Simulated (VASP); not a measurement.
## SrCl2: single point with PBE

The system is SrCl2.

```
CELL_PARAMETERS angstrom
0.00000 3.48550 3.48550
3.48550 0.00000 3.48550
3.48550 3.48550 0.00000
ATOMIC_POSITIONS crystal
Sr 0.00000 0.00000 0.00000
Cl 0.25000 0.25000 0.25000
Cl 0.77152 0.77152 0.72848
```

This cell differs from its parent crystal: one atom moved.

```
Program             : VASP 6.6.1
Task                : single point
Functional          : PBE
Potentials or basis : VASP PAW PBE potentials, release 64 (Sr_sv, Cl)
Cutoff              : 520 eV
k mesh              : 6 × 6 × 6
Occupations         : gaussian, width 0.02 eV
Spin                : no spin polarisation
```

```
Pressure               : 1.4 GPa
Largest force          : 0.429 eV/Å
Band gap on the k mesh : 5.31 eV, indirect (least direct gap 5.49 eV)
```

Forces on the atoms (eV/Å):
```
Sr   0.000  0.000  0.207
Cl   0.000  0.000  0.222
Cl   0.000  0.000 -0.429
```

Stress tensor (GPa, compression positive):
```
1.30 0.74 0.00
0.74 1.30 0.00
0.00 0.00 1.47
```

Levels at points of the mesh, in eV from the valence-band top:
| k point | band 8 | band 9 | band 10 | band 11 | band 12 | band 13 | band 14 | band 15 | band 16 | band 17 |
| --- | --- | --- | --- | --- | --- | --- | --- | --- | --- | --- |
| (0.00, 0.00, 0.00) | -2.18 | -2.09 | -0.38 | -0.36 | -0.33 | 5.31 | 6.07 | 6.11 | 8.90 | 8.95 |
| (0.50, 0.00, 0.00) | -1.61 | -1.44 | -1.37 | -1.10 | -0.88 | 6.63 | 6.78 | 7.50 | 7.99 | 8.50 |
| (0.00, 0.00, 0.50) | -1.58 | -1.40 | -1.32 | -1.19 | -1.03 | 6.59 | 6.75 | 7.37 | 7.82 | 8.42 |
| (0.50, 0.50, 0.00) | -1.91 | -1.89 | -0.51 | -0.35 | 0.00 | 5.49 | 7.01 | 7.57 | 7.84 | 8.20 |
| (0.00, 0.50, 0.50) | -1.92 | -1.89 | -0.46 | -0.39 | -0.02 | 5.51 | 7.02 | 7.56 | 7.93 | 8.00 |

It took 2.7 min on 1 thread of Intel Xeon 8259CL, on a shared host, peak memory 0.27 GiB.

Caveat: the cell differs from its parent crystal (one atom moved). A k mesh can miss the band edges.
